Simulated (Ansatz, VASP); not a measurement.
## One calculation of Sn, two programs

Contents of INCAR:

```
  ALGO = Normal
  EDIFF = 1E-6
  ENCUT = 520
  GGA = PS
  ISIF = 2
  ISMEAR = -1
  LASPH = True
  LCHARG = False
  LREAL = False
  LWAVE = False
  NBANDS = 21
  NELM = 60
  PREC = Accurate
  SIGMA = 0.1
```

KPOINTS

```
k-points
0
Gamma
  14 14 14
```

File POSCAR:

```
Sn
1.0
    0.0000000000      3.3569911999      3.3569911999
    3.3569911999      0.0000000000      3.3569911999
    3.3569911999      3.3569911999      0.0000000000
Sn
2
Direct
    0.5000000000      0.5000000000      0.5000000000
    0.7500000000      0.7500000000      0.7500000000
```

Input for Ansatz:

```yaml
crystal:
  lattice:
    - [0.0, 3.356991197, 3.356991197]
    - [3.356991197, 0.0, 3.356991197]
    - [3.356991197, 3.356991197, 0.0]
  atoms:
    - { symbol: Sn, position: [0.5, 0.5, 0.5] }
    - { symbol: Sn, position: [0.75, 0.75, 0.75] }
hamiltonian:
  xc: pbesol
  pseudopotentials:
    kind: paw
    azcp:
      Sn: "pseudopotentials/Sn.paw.azcp"
basis:
  ecutwfc: 420
  fft_grid_basis: typed
kpoints:
  mp_grid: { grid: [14, 14, 14], shift: [0, 0, 0] }
magnetization:
  spin_polarized: false
scf:
  occupations: { method: fermi_dirac, width: 0.1 }
output:
  stress: true
```

Alike in both runs: task single point; functional PBEsol; k mesh 14 × 14 × 14; occupations fermi-dirac, width 0.1 eV; no spin polarisation.

```csv
,VASP,Ansatz
version,VASP 6.6.1,Ansatz 0.2.0
potentials or method,"VASP PAW PBE potentials, release 64 (Sn_d), cutoff 520 eV","plane waves (420 eV) with PAW, scalar-relativistic"
valence electrons in the cell,28,28
```

```csv
,VASP,Ansatz,Ansatz less VASP
pressure (GPa),-2.7,-2.7,+0.05
```

VASP's potentials were made for PBE, not for PBEsol, and Ansatz warns of the same on its side. The functional is the same, so the differences come from potentials, cutoffs and numerics.
